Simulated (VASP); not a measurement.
# MgO (P6_3/mmc) in VASP: notebook

Runs on MgO. Level: r2SCAN. Tasks: single point.

All numbers are computed with VASP 6.6.1; they aren't measurements. Logs are shortened: lines on timing, memory, paths and dates and some standing lists are left out, and cuts for length are marked.

## (1) The cell of the first run

The structure is hexagonal, space group P6_3/mmc (No. 194). The conventional cell has a = 2.970 Å, b = 2.970 Å, c = 5.092 Å, α = 90.00°, β = 90.00°, γ = 120.00°. Mg (site symmetry -3m) has 6 O at 2.14 Å and 2 Mg at 2.55 Å within 2.8 Å. O (site symmetry -6m2) has 6 Mg at 2.14 Å within 2.8 Å.

## (2) Single point, r2SCAN (biaxial xy strain +1.6%)

POSCAR reads:

```
MgO
1.0
    2.9695318757      0.0000000000      0.0000000000
   -1.4847659378      2.5716900417      0.0000000000
    0.0000000000      0.0000000000      5.0921016473
Mg O
2 2
Direct
    0.0000000000      0.0000000000      0.0000000000
    0.0000000000      0.0000000000      0.5000000000
    0.3333333333      0.6666666667      0.2500000000
    0.6666666667      0.3333333333      0.7500000000
```

INCAR.step1 reads:

```
ALGO = Normal ; EDIFF = 1E-5
ENCUT = 660 ; GGA = PE
GGA_COMPAT = F ; ISMEAR = 0
LASPH = T ; LCHARG = F
LREAL = F ; LWAVE = T
NBANDS = 24 ; NELM = 120
PREC = Accurate ; SIGMA = 0.01
```

INCAR.step2 reads:

```
ALGO = Normal ; EDIFF = 1E-6
ENCUT = 660 ; GGA_COMPAT = F
ISIF = 2 ; ISMEAR = 0
ISTART = 1 ; LASPH = T
LCHARG = F ; LMIXTAU = T
LREAL = F ; LWAVE = F
METAGGA = R2SCAN ; NBANDS = 24
NELM = 120 ; PREC = Accurate
SIGMA = 0.01
```

KPOINTS reads:

```
k-points
0
Gamma
  12 12 6
```

Potentials or basis: VASP PAW PBE potentials, release 64 (Mg_sv, O).

Launch:

```
$ cat potpaw_PBE.64/Mg_sv/POTCAR potpaw_PBE.64/O/POTCAR > POTCAR
$ cp INCAR.step1 INCAR
$ mpirun -np 1 vasp_std > vasp.out
$ cp INCAR.step2 INCAR
$ mpirun -np 1 vasp_std > vasp.out
```

OUTCAR:

```text
EDIFF = 1E-6
   ENCUT = 660
   ISIF = 2
   ISMEAR = 0
   ISTART = 1
   LASPH = T
   LREAL = F
   METAGGA = R2SCAN
   NELM = 120
   PREC = Accurate

 ion  position               nearest neighbor table
   1  0.000  0.000  0.000-
   2  0.000  0.000  0.500-
   3  0.333  0.667  0.250-
   4  0.667  0.333  0.750-

  LATTYP: Found a hexagonal cell.
 ALAT       =     2.9695318757
 C/A-ratio  =     1.7147826191

  Lattice vectors:

 A1 = (   2.9695318757,   0.0000000000,   0.0000000000)
 A2 = (  -1.4847659378,   2.5716900417,   0.0000000000)
 A3 = (   0.0000000000,   0.0000000000,   5.0921016473)

Analysis of symmetry for initial positions (statically):
=====================================================================
 Subroutine PRICEL returns:
 Original cell was already a primitive cell.

 Routine SETGRP: Setting up the symmetry group for a
 hexagonal supercell.

 Subroutine GETGRP returns: Found 24 space group operations
 (whereof 12 operations were pure point group operations)
 out of a pool of 24 trial point group operations.

The static configuration has the point symmetry D_3d.
 The point group associated with its full space group is D_6h.

Analysis of symmetry for dynamics (positions and initial velocities):
=====================================================================
 Subroutine PRICEL returns:
 Original cell was already a primitive cell.

 Routine SETGRP: Setting up the symmetry group for a
 hexagonal supercell.

 Subroutine GETGRP returns: Found 24 space group operations
 (whereof 12 operations were pure point group operations)
 out of a pool of 24 trial point group operations.

The dynamic configuration has the point symmetry D_3d.
 The point group associated with its full space group is D_6h.

 Subroutine INISYM returns: Found 24 space group operations
 (whereof 12 operations are pure point group operations),
 and found     1 'primitive' translations

----------------------------------------------------------------------------------------

                                     Primitive cell

  volume of cell :      38.8869

  direct lattice vectors                    reciprocal lattice vectors
     2.969531876  0.000000000  0.000000000     0.336753415  0.194424675  0.000000000
    -1.484765938  2.571690042  0.000000000     0.000000000  0.388849350  0.000000000
     0.000000000  0.000000000  5.092101647     0.000000000  0.000000000  0.196382568

  length of vectors
     2.969531876  2.969531876  5.092101647     0.388849350  0.388849350  0.196382568

  position of ions in fractional coordinates (direct lattice)
     0.000000000  0.000000000  0.000000000
     0.000000000  0.000000000  0.500000000
     0.333333333  0.666666667  0.250000000
     0.666666667  0.333333333  0.750000000

  ion indices of the primitive-cell ions
   primitive index   ion index
                 1           1
                 2           2
                 3           3
                 4           4

----------------------------------------------------------------------------------------

 KPOINTS: k-points

Automatic generation of k-mesh.
 Grid dimensions read from file:
 generate k-points for:   12   12    6

 Generating k-lattice:

  Cartesian coordinates                     Fractional coordinates (reciprocal lattice)
     0.028062785  0.016202056  0.000000000     0.083333333  0.000000000  0.000000000
     0.000000000  0.032404112  0.000000000     0.000000000  0.083333333  0.000000000
     0.000000000  0.000000000  0.032730428     0.000000000  0.000000000  0.166666667

  Length of vectors
     0.032404112  0.032404112  0.032730428

  Shift w.r.t. Gamma in fractional coordinates (k-lattice)
     0.000000000  0.000000000  0.000000000

 Subroutine IBZKPT returns following result:
 ===========================================

 Found     76 irreducible k-points:

 Following reciprocal coordinates:
            Coordinates               Weight
  0.000000  0.000000  0.000000      1.000000
  0.083333 -0.000000  0.000000      6.000000
  0.166667 -0.000000  0.000000      6.000000
  0.250000  0.000000  0.000000      6.000000
  0.333333  0.000000  0.000000      6.000000
  0.416667  0.000000  0.000000      6.000000
[... 16 lines left out ...]
  0.250000  0.000000  0.166667     12.000000
  0.333333  0.000000  0.166667     12.000000
 [... further k-points ...]
   k-points           NKPTS =     76   k-points in BZ     NKDIM =     76   number of bands    NBANDS=     24
   number of dos      NEDOS =    301   number of ions     NIONS =      4
   total plane-waves  NPLWV =  37632
   dimension x,y,z NGX =    28 NGY =   28 NGZ =   48
   dimension x,y,z NGXF=    56 NGYF=   56 NGZF=   96
   ions per type =               2   2
   NGX,Y,Z   is equivalent  to a cutoff of  15.68, 15.68, 15.67 a.u.
   NGXF,Y,Z  is equivalent  to a cutoff of  31.35, 31.35, 31.34 a.u.
 SYSTEM =  unknown system
   PREC   = accura    normal or accurate (medium, high low for compatibility)
   ISTART =      1    job   : 0-new  1-cont  2-samecut
   ICHARG =      0    charge: 1-file 2-atom 10-const
   ISPIN  =      1    spin polarized calculation?
   LNONCOLLINEAR =      F non collinear calculations
   LSORBIT =      F    spin-orbit coupling
   LASPH  =      T    aspherical Exc in radial PAW
   ENCUT  =  660.0 eV  48.51 Ry    6.96 a.u.   6.22  6.22 10.67*2*pi/ulx,y,z
   NELM   =    120;   NELMIN=  2; NELMDL=  0     # of ELM steps
   EDIFF  = 0.1E-05   stopping-criterion for ELM
   LREAL  =      F    real-space projection
   EDIFFG = 0.1E-04   stopping-criterion for IOM
   NSW    =      0    number of steps for IOM
   IBRION =     -1    ionic relax: 0-MD 1-quasi-New 2-CG
   NFREE  =      0    steps in history (QN), initial steepest desc. (CG)
   ISIF   =      2    stress and relaxation
   ISYM   =      2    0-nonsym 1-usesym 2-fastsym
   POTIM  = 0.5000    time-step for ionic-motion
   TEBEG  =    0.0;   TEEND  =   0.0 temperature during run
   PSTRESS=    0.0 pullay stress
   NELECT =      32.0000    total number of electrons
   NUPDOWN=      -1.0000    fix difference up-down
   EMIN   =  10.00;   EMAX   =-10.00  energy-range for DOS
   EFERMI =   0.00;   METHOD = LEGACY
   ISMEAR =     0;   SIGMA  =   0.01  broadening in eV -4-tet -1-fermi 0-gaus
   EFERMI_NEDOS =   21; number of points for ismear=-14 and -15
   IALGO  =     38    algorithm
   IMIX   =      4    mixing-type and parameters
     AMIX     =   0.40;   BMIX     =  1.00
     AMIX_MAG =   1.60;   BMIX_MAG =  1.00
  volume/ion in A,a.u.               =       9.72        65.61
  Fermi-wavevector in a.u.,A,eV,Ry     =   1.534112  2.899050 32.021286  2.353498
  Thomas-Fermi vector in A             =   2.641085
   LORBIT       =      0    0 simple, 1 ext, 2 COOP (PROOUT), +10 PAW based schemes
   METAGGA = R2SCAN    functional components
   LHFCALC =     F    Hartree Fock is set to
   AEXX    =    0.0000 exact exchange contribution
   IVDW    =     0    specifies the selected vdW correction
   LEPSILON=     F    determine dielectric tensor
   LRPA    =     F    only Hartree local field effects (RPA)
 non-spin polarized calculation
 Gauss-broadening in eV      SIGMA  =   0.01
  energy-cutoff  :      660.00
  volume of cell :       38.89
 maximum number of plane-waves:      1515
 NGX is ok and might be reduce to    28
   NGX = 13   NGY = 13   NGZ = 21

 number of electron      31.9999976 magnetization

 Free energy of the ion-electron system (eV)
  ---------------------------------------------------
  ext. energy  EPLUGINS =         0.00000000
  ---------------------------------------------------
  free energy    TOTEN  =       -31.68911970 eV

  energy without entropy =      -31.68911970  energy(sigma->0) =      -31.68911970

 E-fermi :   2.4633     XC(G=0): -11.8066

 val. band max:        2.3485723062   @ k =   0.0000   0.0000   0.0000
 cond. band min:       7.4937196281   @ k =   0.0000   0.0000   0.0000
 fundamental gap:      5.1451473219
 Fermi energy:         2.4632942213

 k-point     1 :       0.0000    0.0000    0.0000
  band No.  band energies     occupation
      1     -73.0847      2.00000
      2     -73.0657      2.00000
      3     -38.3262      2.00000
      4     -38.1715      2.00000
      5     -38.1715      2.00000
      6     -38.1534      2.00000
[... 16 lines left out ...]
     23      20.3359      0.00000
     24      20.3359      0.00000

 k-point     2 :       0.0833   -0.0000    0.0000
  band No.  band energies     occupation
      1     -73.0843      2.00000
      2     -73.0654      2.00000
      3     -38.3249      2.00000
      4     -38.1764      2.00000
      5     -38.1729      2.00000
      6     -38.1570      2.00000
[... 16 lines left out ...]
     23      20.3723      0.00000
     24      20.5125      0.00000

 k-point     3 :       0.1667   -0.0000    0.0000
  band No.  band energies     occupation
      1     -73.0833      2.00000
      2     -73.0644      2.00000
      3     -38.3216      2.00000
      4     -38.1881      2.00000
      5     -38.1755      2.00000
      6     -38.1672      2.00000
[... 16 lines left out ...]
     23      20.6849      0.00000
     24      20.7135      0.00000

 k-point     4 :       0.2500    0.0000    0.0000
  band No.  band energies     occupation
      1     -73.0818      2.00000
      2     -73.0632      2.00000
      3     -38.3172      2.00000
      4     -38.2048      2.00000
      5     -38.1808      2.00000
      6     -38.1792      2.00000
[... 16 lines left out ...]
     23      20.2460      0.00000
     24      21.2996      0.00000

 k-point     5 :       0.3333    0.0000    0.0000
  band No.  band energies     occupation
      1     -73.0804      2.00000
      2     -73.0619      2.00000
      3     -38.3124      2.00000
      4     -38.2214      2.00000
      5     -38.1943      2.00000
      6     -38.1830      2.00000
[... 16 lines left out ...]
     23      19.7907      0.00000
     24      21.8558      0.00000

 k-point     6 :       0.4167    0.0000    0.0000
  band No.  band energies     occupation
      1     -73.0794      2.00000
      2     -73.0609      2.00000
      3     -38.3092      2.00000
      4     -38.2334      2.00000
      5     -38.2045      2.00000
      6     -38.1858      2.00000
[... 16 lines left out ...]
     23      19.5086      0.00000
     24      22.2336      0.00000
[... 379 lines left out ...]
 k-point    21 :       0.0833   -0.0000    0.1667
  band No.  band energies     occupation
      1     -73.0830      2.00000
      2     -73.0666      2.00000
      3     -38.3131      2.00000
      4     -38.1750      2.00000
      5     -38.1715      2.00000
      6     -38.1584      2.00000
[... 16 lines left out ...]
     23      20.1612      0.00000
     24      20.2934      0.00000

 k-point    22 :       0.1667   -0.0000    0.1667
  band No.  band energies     occupation
      1     -73.0820      2.00000
      2     -73.0657      2.00000
      3     -38.3098      2.00000
      4     -38.1868      2.00000
      5     -38.1742      2.00000
      6     -38.1684      2.00000
[... 16 lines left out ...]
     23      20.4561      0.00000
     24      20.6765      0.00000

 k-point    23 :       0.2500    0.0000    0.1667
  band No.  band energies     occupation
      1     -73.0806      2.00000
      2     -73.0644      2.00000
      3     -38.3055      2.00000
      4     -38.2032      2.00000
      5     -38.1823      2.00000
      6     -38.1779      2.00000
[... 16 lines left out ...]
     23      20.2728      0.00000
     24      21.2035      0.00000

 k-point    24 :       0.3333    0.0000    0.1667
  band No.  band energies     occupation
      1     -73.0792      2.00000
      2     -73.0631      2.00000
      3     -38.3011      2.00000
      4     -38.2196      2.00000
      5     -38.1962      2.00000
      6     -38.1816      2.00000
[... 16 lines left out ...]
     23      19.9282      0.00000
     24      21.7144      0.00000

 [... further k-points ...]

------------------------ aborting loop because EDIFF is reached ----------------------------------------

  FORCE on cell =-STRESS in cart. coord.  units (eV):
  Direction    XX          YY          ZZ          XY          YZ          ZX
  --------------------------------------------------------------------------------------
  -------------------------------------------------------------------------------------
  Total       -1.7322174     -1.7322174     -0.0330604     -0.0000000      0.0000000      0.0000000
  in kB      -71.3689476    -71.3689476     -1.3621206     -0.0000000      0.0000000      0.0000000
  external PRESSURE =     -48.0333386 kB  Pullay stress =       0.0000000 kB

 VOLUME and BASIS-vectors are now :
 -----------------------------------------------------------------------------
  energy-cutoff  :      660.00
  volume of cell :       38.89
      direct lattice vectors                 reciprocal lattice vectors
     2.969531876  0.000000000  0.000000000     0.336753415  0.194424675  0.000000000
    -1.484765938  2.571690042  0.000000000     0.000000000  0.388849350  0.000000000
     0.000000000  0.000000000  5.092101647     0.000000000  0.000000000  0.196382568

 POSITION                                       TOTAL-FORCE (eV/Angst)
 -----------------------------------------------------------------------------------
      0.00000      0.00000      0.00000        -0.000000      0.000000      0.000000
      0.00000      0.00000      2.54605        -0.000000      0.000000      0.000000
     -0.00000      1.71446      1.27303        -0.000000      0.000000      0.000000
      1.48477      0.85723      3.81908         0.000000     -0.000000      0.000000
 -----------------------------------------------------------------------------------
    total drift:                                0.000000     -0.000000      0.000000

  FREE ENERGIE OF THE ION-ELECTRON SYSTEM (eV)
  ---------------------------------------------------
  free  energy   TOTEN  =       -31.6891196976 eV

  energy  without entropy=      -31.6891196976  energy(sigma->0) =      -31.68911970
```

Run time: 6.3 min. Hardware: 1 thread of Intel Xeon Platinum 8259CL at 2.50GHz (Skylake/Cascade Lake), shared host; peak memory 0.25 GiB.

What came out:

```
Free energy            : -31.6891 eV
Pressure               : -4.8 GPa
Band gap on the k mesh : 5.15 eV
```

Caveat: the cell differs from its parent crystal (biaxial xy strain +1.6%); the cell stands under tension; the PAW data sets were made with another functional, which shifts forces and pressure a little. A k mesh can miss the band edges.

## (3) Single point, r2SCAN (biaxial xy strain +1.6%)

POSCAR is that of step 2.

INCAR.step1: that of step 2 with these lines changed.

```diff
@@ -1,3 +1,3 @@
 ALGO = Normal ; EDIFF = 1E-5
-ENCUT = 660 ; GGA = PE
+ENCUT = 750 ; GGA = PE
 GGA_COMPAT = F ; ISMEAR = 0
```

INCAR.step2: that of step 2 with these lines changed.

```diff
@@ -1,3 +1,3 @@
 ALGO = Normal ; EDIFF = 1E-6
-ENCUT = 660 ; GGA_COMPAT = F
+ENCUT = 750 ; GGA_COMPAT = F
 ISIF = 2 ; ISMEAR = 0
```

KPOINTS is that of step 2.

Potentials or basis: VASP PAW PBE potentials, release 64 (Mg_sv, O).

Launch:

```
$ cat potpaw_PBE.64/Mg_sv/POTCAR potpaw_PBE.64/O/POTCAR > POTCAR
$ cp INCAR.step1 INCAR
$ mpirun -np 1 vasp_std > vasp.out
$ cp INCAR.step2 INCAR
$ mpirun -np 1 vasp_std > vasp.out
```

Run time: 5 min. Hardware: 1 thread of AMD EPYC 7R13 (Zen 3), shared host; peak memory 0.22 GiB.

Results (log left out):

- Free energy: -31.6684 eV
- Pressure: -4.7 GPa
- Band gap on the k mesh: 5.14 eV

Stress tensor (GPa, compression positive):
```
-7.00  0.00  0.00
 0.00 -7.00  0.00
 0.00  0.00  0.00
```

Levels at points of the mesh, in eV from the valence-band top:
```csv
k point,band 13,band 14,band 15,band 16,band 17,band 18,band 19,band 20
"(0.00, 0.00, 0.00)",-0.53,-0.37,0.00,0.00,5.14,8.78,12.83,14.04
"(0.50, 0.00, 0.00)",-2.50,-1.45,-1.23,-0.69,9.25,10.38,11.40,12.56
"(0.00, 0.00, 0.50)",-0.27,-0.27,-0.27,-0.27,7.56,7.56,12.96,12.96
"(0.50, 0.00, 0.50)",-1.40,-1.40,-0.97,-0.97,9.56,9.56,11.88,11.88
```

Caveat: the cell differs from its parent crystal (biaxial xy strain +1.6%); the cell stands under tension; the PAW data sets were made with another functional, which shifts forces and pressure a little. A k mesh can miss the band edges.
